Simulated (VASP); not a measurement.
Here is a VASP 6.6.1 calculation.

Contents of INCAR:

```
PREC = Accurate
ENCUT = 520
EDIFF = 1E-6
ISMEAR = 0
SIGMA = 0.05
LREAL = F
LASPH = T
NELM = 60
ALGO = Normal
ISIF = 2
LWAVE = F
LCHARG = F
GGA = PE
NBANDS = 16
```

Contents of KPOINTS:

```
regular mesh
0
Gamma
  8 8 8
```

POSCAR

```
AgCl
1.0
    0.0000000000      2.8840760000      2.8840760000
    2.8840760000      0.0000000000      2.8840760000
    2.8840760000      2.8840760000      0.0000000000
Ag Cl
1 1
Direct
    0.5000000000      0.5000000000      0.5000000000
    0.0000000000      0.0000000000      0.0000000000
```

Potentials or basis: VASP PAW PBE potentials, release 64 (Ag, Cl).

Run with:

```bash
$ cat potpaw_PBE.64/Ag/POTCAR potpaw_PBE.64/Cl/POTCAR > POTCAR
$ mpirun -np 1 vasp_std > vasp.out
```

(1) What does it give for the pressure?

(2) What does it give for the band gap on the k mesh?

Results:

(1) -2.9 GPa.

(2) 0.96 eV, indirect (least direct gap 2.82 eV).

Caveat: the cell differs from its parent crystal (strain +0.040 along x and y, +0.040 along z).
